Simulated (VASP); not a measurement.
## Cd: single point with PBE

The system is Cd.

```
Cd
1.0
     3.06464    0.00000    0.00000
    -1.53232    2.65405    0.00000
     0.00000    0.00000    5.57344
Cd
2
Direct
  0.33333 0.66667 0.25000
  0.66667 0.33333 0.75000
```

* Program: VASP 6.6.1
* Task: single point
* Functional: PBE
* Potentials or basis: VASP PAW PBE potentials, release 64 (Cd)
* Cutoff: 520 eV
* k mesh: 14 × 14 × 8
* Occupations: fermi-dirac, width 0.08 eV
* Spin: no spin polarisation

| Quantity | Value |
| --- | --- |
| Pressure | 0.3 GPa |
| Band gap on the k mesh | zero (bands 12 and 13 overlap by 3.76 eV) |

Stress tensor (GPa, compression positive):
```
0.35 0.00 0.00
0.00 0.35 0.00
0.00 0.00 0.23
```

Levels at points of the mesh, in eV from the Fermi level:
```tsv
k point	band 8	band 9	band 10	band 11	band 12	band 13	band 14	band 15	band 16	band 17
(0.00, 0.00, 0.00)	-8.71	-8.56	-8.44	-8.44	-2.70	-2.67	11.22	13.76	13.76	13.92
(0.50, 0.00, 0.00)	-8.44	-8.24	-8.21	-2.31	-2.00	2.09	2.99	3.06	5.18	7.75
(0.00, 0.00, 0.50)	-8.55	-8.55	-8.55	-7.06	-7.06	4.15	4.15	14.25	14.25	14.74
(0.50, 0.00, 0.50)	-8.43	-8.22	-8.22	-1.45	-1.45	-0.15	-0.15	8.24	8.24	9.40
```

Run time: 24 s on 1 thread of Intel(R) Xeon(R) 6975P-C (Granite Rapids), with other jobs on the host, peak memory 0.21 GiB.
